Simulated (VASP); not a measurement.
Set up this calculation in VASP 6.6.1, as the native input.

```yaml
Task: single point
Functional: r2SCAN
Potentials_or_basis: VASP PAW PBE potentials, release 64 (C)
Cutoff: 520 eV
k_mesh: 14 × 14 × 14
Occupations: gaussian, width 0.05 eV
Spin: no spin polarisation
Dipole_correction: no
Further_INCAR_settings: ALGO = Normal; EDIFF = 1e-06; NBANDS = 11
```

Crystal: C.

```
CELL_PARAMETERS angstrom
0.00000 2.12676 3.56176
1.22792 0.00000 3.56176
1.22792 2.12676 0.00000
ATOMIC_POSITIONS crystal
C 0.15267 0.81926 0.18074
C 0.83330 0.16670 0.83330
```

This cell differs from its parent crystal: atom 1 (C) moved by (+0.000, -0.100) A along [1 1 0] and z.

One way to write it, as run:

POSCAR

```
C
1.0
    0.0000000000      2.1267565396      3.5617636613
    1.2279212041      0.0000000000      3.5617636613
    1.2279212041      2.1267565396      0.0000000000
C
2
Direct
    0.1526659384      0.8192580830      0.1807419170
    0.8332960723      0.1667039277      0.8332960723
```

INCAR.step1

```
SYSTEM = C
PREC = Accurate
ENCUT = 520
ISMEAR = 0
SIGMA = 0.05
LREAL = .FALSE.
LASPH = .TRUE.
NELM = 60
NBANDS = 11
GGA = PE
ALGO = Normal
EDIFF = 1E-4
LWAVE = .TRUE.
LCHARG = .FALSE.
```

INCAR.step2

```
SYSTEM = C
PREC = Accurate
ENCUT = 520
EDIFF = 1E-6
ISMEAR = 0
SIGMA = 0.05
LREAL = .FALSE.
LASPH = .TRUE.
NELM = 60
ALGO = Normal
ISIF = 2
LWAVE = .FALSE.
LCHARG = .TRUE.
METAGGA = R2SCAN
LMIXTAU = .TRUE.
LELF = .TRUE.
LVHAR = .TRUE.
NBANDS = 11
ISTART = 1
```

KPOINTS

```
regular mesh
0
G
  14 14 14
  0 0 0
```

Potentials or basis: VASP PAW PBE potentials, release 64 (C).

The run is started by

```bash
$ cat potpaw_PBE.64/C/POTCAR > POTCAR
$ cp INCAR.step1 INCAR
$ mpirun -np 1 vasp_std > vasp.out
$ cp INCAR.step2 INCAR
$ mpirun -np 1 vasp_std > vasp.out
```

Results of the run:

The pressure is 0.1 GPa and the largest force is 1.729 eV/Å.

Caveat: the cell differs from its parent crystal (atom 1 (C) moved by (+0.000, -0.100) A along [1 1 0] and z); the PAW data sets were made with another functional, which shifts forces and pressure a little.

Wall time 6.9 min on 1 thread of AMD EPYC 9R45 96-Core Processor (Zen 5), on a shared host, peak memory 0.21 GiB.
